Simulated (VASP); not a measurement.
Runs of VASP 6.6.1 on BaZrO3. The structure is that of space group Pm-3m (No. 221), or close to it. The cells are those of the table. 

```csv
level,potentials or basis,U,cell,k mesh,cutoff (eV),gap on the mesh (eV),pressure (GPa)
PBE,"VASP PAW PBE potentials, release 64 (Ba_sv, Zr_sv, O_h)",-,"a = 4.145 Å, 5 atoms",6 × 6 × 6,1340,3.27,11.1
PBE,"VASP PAW PBE potentials, release 64 (Ba_sv, Zr_sv, O_h)",-,"a = 4.191 Å, 5 atoms",5 × 5 × 5,1340,3.30,(b)
r2SCAN,"VASP PAW PBE potentials, release 64 (Ba_sv, Zr_sv, O_h)",-,"a = 4.205 Å, 5 atoms",6 × 6 × 6,1480,3.69,(d)
r2SCAN,"VASP PAW PBE potentials, release 64 (Ba_sv, Zr_sv, O_h)",-,"a = 4.219 Å, 5 atoms",6 × 6 × 6,1480,3.67,-0.7
LDA,"VASP PAW LDA potentials, release 64 (Ba_sv, Zr_sv, O_h)",-,"a = 4.163 Å, 5 atoms",6 × 6 × 6,1340,(c),-0.7
PBEsol,"VASP PAW PBE potentials, release 64 (Ba_sv, Zr_sv, O_h)",-,"a = 4.181 Å, 5 atoms",6 × 6 × 6,1340,3.13,1.0
PBEsol+U,"VASP PAW PBE potentials, release 64 (Ba_sv, Zr_sv, O_h)",Zr d U = 2.0 eV,"a = 4.189 Å, 5 atoms",6 × 6 × 6,1340,3.40,(a)
```

Alike in all rows: task single point; no spin polarisation; smearing fermi-dirac 0.05 eV.

Question: Estimate the missing entries.

Answer: (a) 2.2; (b) 5.0; (c) 3.12; (d) 0.9.

Caveats: spin-orbit coupling is left out, which moves the levels of the heavy elements; the PAW data sets were made with another functional, which shifts forces and pressure a little (at least some runs); the cell stands under pressure (at least some runs); an odd mesh through Γ misses points on the zone boundary, where band edges can lie (at least some runs).

A k mesh can miss the band edges, and the runs leave out spin-orbit coupling on Ba, Zr.
